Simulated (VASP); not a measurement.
Input of a VASP 6.6.1 run:

Contents of INCAR:

```
  ALGO = Normal
  DIPOL = 0.5 0.5 0.329
  EDIFF = 1E-6
  ENCUT = 520
  GGA = PE
  IDIPOL = 3
  ISIF = 2
  ISMEAR = 0
  LASPH = True
  LCHARG = True
  LDIPOL = True
  LELF = True
  LREAL = Auto
  LVACPOTAV = True
  LVHAR = True
  LWAVE = False
  NBANDS = 105
  NELM = 80
  PREC = Accurate
  SIGMA = 0.1
```

File KPOINTS:

```
k-points
0
Gamma
  4 4 1
```

POSCAR

```
Ta16O
1.0
    6.6379342676      0.0000000000      0.0000000000
    0.0000000000      6.6379342676      0.0000000000
    0.0000000000      0.0000000000     20.2996557945
Ta O
16 1
Direct
    0.2500000000      0.2500000000      0.1970476761
    0.2500000000      0.7500000000      0.1970476761
    0.7500000000      0.2500000000      0.1970476761
    0.7500000000      0.7500000000      0.1970476761
    0.0000000000      0.0000000000      0.2787970212
    0.0000000000      0.5000000000      0.2787970212
    0.5000000000      0.0000000000      0.2787970212
    0.5000000000      0.5000000000      0.2787970212
    0.2500000000      0.2500000000      0.3599139039
    0.2500000000      0.7500000000      0.3599139039
    0.7500000000      0.2500000000      0.3599139039
    0.7500000000      0.7500000000      0.3599139039
    0.0000000000      0.0000000000      0.4334879312
    0.0000000000      0.5000000000      0.4334879312
    0.5000000000      0.0000000000      0.4334879312
    0.5000000000      0.5000000000      0.4334879312
    0.0000000000      0.1250000000      0.5122302255
```

Potentials or basis: VASP PAW PBE potentials, release 64 (Ta_pv, O).

Launch:

```console
$ cat potpaw_PBE.64/Ta_pv/POTCAR potpaw_PBE.64/O/POTCAR > POTCAR
$ mpirun -np 1 vasp_std > vasp.out
```

Question: Estimate the band gap on the k mesh.

Answer: Zero (bands 91 and 92 overlap by 0.76 eV).

Question: Predict the largest force.

Answer: 2.354 eV/Å.

Forces in eV/Å, atoms in the order of the input:
```
Ta  -0.056  0.008  0.830
Ta  -0.001  0.023  0.780
Ta   0.056  0.008  0.830
Ta   0.001  0.023  0.780
Ta   0.000  0.039 -1.440
Ta   0.000 -0.095 -0.809
Ta   0.000  0.055 -0.747
Ta   0.000  0.035 -0.665
Ta   0.395  0.349 -0.774
Ta   0.490 -0.468 -0.286
Ta  -0.395  0.349 -0.774
Ta  -0.490 -0.468 -0.286
Ta   0.000  0.262  2.339
Ta   0.000 -0.543  0.512
Ta   0.000  0.122 -0.114
Ta   0.000 -0.068 -0.447
O    0.000  0.370  0.271
```

Caveat: spin-orbit coupling is left out, which moves the levels of the heavy elements.
